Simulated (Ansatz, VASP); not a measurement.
**One calculation of BeSe, two programs**

File INCAR:

```
SYSTEM = BeSe
ALGO = Normal
EDIFF = 1E-6
ENCUT = 600
GGA = PE
GGA_COMPAT = .False.
ISIF = 2
ISMEAR = -1
LASPH = .True.
LCHARG = .True.
LNONCOLLINEAR = .True.
LORBIT = 11
LORBMOM = .True.
LREAL = .False.
LSORBIT = .True.
LVHAR = .True.
LWAVE = .False.
MAGMOM = 0 0 0 0 0 0
NBANDS = 20
NELM = 200
PREC = Accurate
SIGMA = 0.05
```

The input KPOINTS:

```
k-points
0
Gamma
  14 14 14
  0 0 0
```

POSCAR

```
BeSe
1.0
    0.0000000000      2.5885384557      2.5885384557
    2.5885384557      0.0000000000      2.5885384557
    2.5885384557      2.5885384557      0.0000000000
Be Se
1 1
Direct
    0.0000000000      0.0000000000      0.0000000000
    0.2500000000      0.2500000000      0.2500000000
```

Input for Ansatz:

```yaml
crystal:
  lattice:
    - [0.0, 2.5885384557, 2.5885384557]
    - [2.5885384557, 0.0, 2.5885384557]
    - [2.5885384557, 2.5885384557, 0.0]
  atoms:
    - { symbol: Be, position: [0.0, 0.0, 0.0] }
    - { symbol: Se, position: [0.25, 0.25, 0.25] }
kpoints:
  mp_grid: { grid: [14, 14, 14] }
  band_path:
    path:
      - [0.0, 0.0, 0.0]
      - [-0.5, -0.5, 0.0]
      - [-0.375, -0.375, 0.25]
      - [-0.375, 0.0, 0.375]
      - [0.0, 0.0, 0.0]
      - [0.0, 0.0, 0.5]
      - [-0.5, -0.25, 0.25]
      - [-0.5, -0.5, 0.0]
    npoints: 5
scf:
  occupations: { method: fermi_dirac, width: 0.05 }
hamiltonian:
  xc: pbe
  pseudopotentials: { kind: all_electron, lapw: { basis_error: 0.001 } }
output:
  forces: true
  stress: true
  eigenvalues: true
magnetization:
  noncollinear: true
  spin_orbit: true
```

Alike in both runs: task single point; functional PBE; k mesh 14 × 14 × 14; occupations fermi-dirac, width 0.05 eV; non-collinear spin, spin-orbit coupling.

|  | VASP | Ansatz |
| --- | --- | --- |
| version | VASP 6.6.1 | Ansatz 0.2.0 |
| potentials or method | VASP PAW PBE potentials, release 64 (Be, Se), cutoff 600 eV | all-electron LAPW |

Ansatz gave:

```
pressure (GPa)           : 0.0
net moment per atom (μB) : 0.00
```

Question: Which values does VASP return?

Answer: Pressure (GPa): 0.2; net moment per atom (μB): 0.00.

Ansatz ran all-electron here, and VASP with PAW potentials.
